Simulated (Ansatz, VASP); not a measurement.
**W: VASP beside Ansatz**

```
W
1.0
     0.00000    2.03000    2.03000
     2.03000    0.00000    2.03000
     2.03000    2.03000    0.00000
W
1
Direct
  0.00000 0.00000 0.00000
```

Alike in both runs: task relaxation of cell and atoms; functional BLYP; dispersion D3(BJ); k mesh 11 × 11 × 11; occupations fermi-dirac, width 0.05 eV; no spin polarisation.

```csv
,VASP,Ansatz
version,VASP 6.6.1,Ansatz 0.2.0
potentials or method,"VASP PAW PBE potentials, release 64 (W_sv)",Ansatz PAW
plane-wave cutoff (eV),600,420
valence electrons in the cell,14,14
```

```tsv
	VASP	Ansatz	Ansatz less VASP
gap on the k mesh at the Fermi level, each at its own relaxed structure (eV)	none	none	-
relaxed volume (Å³/atom)	16.16	16.06	-0.103
relaxed cell length with the largest relative difference (Å)	2.838	2.832	-0.0061
```

VASP's potentials were made for PBE, not for BLYP. A gap of «none» marks a metal or a gap that the smearing closes.

Neither program's run includes spin-orbit coupling. Noted on Ansatz's run: the plane-wave basis is chosen anew once the cell has moved, so the energies of steps on either side of that aren't comparable.
